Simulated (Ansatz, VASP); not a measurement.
# One calculation of C, two programs

Contents of INCAR:

```
PREC = Accurate ; ENCUT = 520
EDIFF = 1E-7 ; ISMEAR = 0
SIGMA = 0.1 ; LREAL = False
LASPH = True ; NELM = 80
ALGO = Normal ; ISIF = 2
LWAVE = False ; LCHARG = False
LDIPOL = True ; IDIPOL = 3
DIPOL = 0.5 0.5 0.500 ; GGA = PE
IVDW = 12 ; NBANDS = 11
```

File KPOINTS:

```
Automatic mesh
0
Gamma
  21 21 1
```

The input POSCAR:

```
C
1.0
    2.2810000000      0.0000000000      0.0000000000
   -1.1405000000      1.9754039460      0.0000000000
    0.0000000000      0.0000000000     26.0024170307
C
2
Direct
    0.6666666667      0.3333333333      0.5192289817
    0.3333333333      0.6666666667      0.4807710183
```

Input for Ansatz:

```yaml
crystal:
  lattice:
    - [2.281, 0.0, 0.0]
    - [-1.1405, 1.975403946, 0.0]
    - [0.0, 0.0, 26.0024170307]
  atoms:
    - { symbol: C, position: [0.6666666667, 0.3333333333, 0.5192289817] }
    - { symbol: C, position: [0.3333333333, 0.6666666667, 0.4807710183] }
  periodic: [true, true, false]
basis:
  ecutwfc: 420
kpoints:
  mp_grid: { grid: [21, 21, 1] }
hamiltonian:
  xc: pbe
  pseudopotentials: { kind: paw, azcp: { folder: soft_1 } }
  dispersion: d3bj
scf:
  occupations: { method: gaussian, width: 0.1 }
output:
  forces: true
  stress: true
  eigenvalues: true
```

Alike in both runs: task single point; functional PBE; dispersion D3(BJ); k mesh 21 × 21 × 1; occupations gaussian, width 0.1 eV; no spin polarisation.

|  | VASP | Ansatz |
| --- | --- | --- |
| version | VASP 6.6.1 | Ansatz 0.2.0 |
| potentials or method | VASP PAW PBE potentials, release 64 (C), cutoff 520 eV | scalar-relativistic, plane waves, PAW |
| valence electrons in the cell | 8 | 8 |

```csv
,VASP,Ansatz,Ansatz less VASP
gap on the k mesh at the Fermi level (eV),none,none,-
rms of the force components (eV/Å),3.167,3.174,+0.0073
```

Atom by atom the forces differ by 0.007 eV/Å (rms over components). A gap of «none» marks a metal or a gap that the smearing closes.
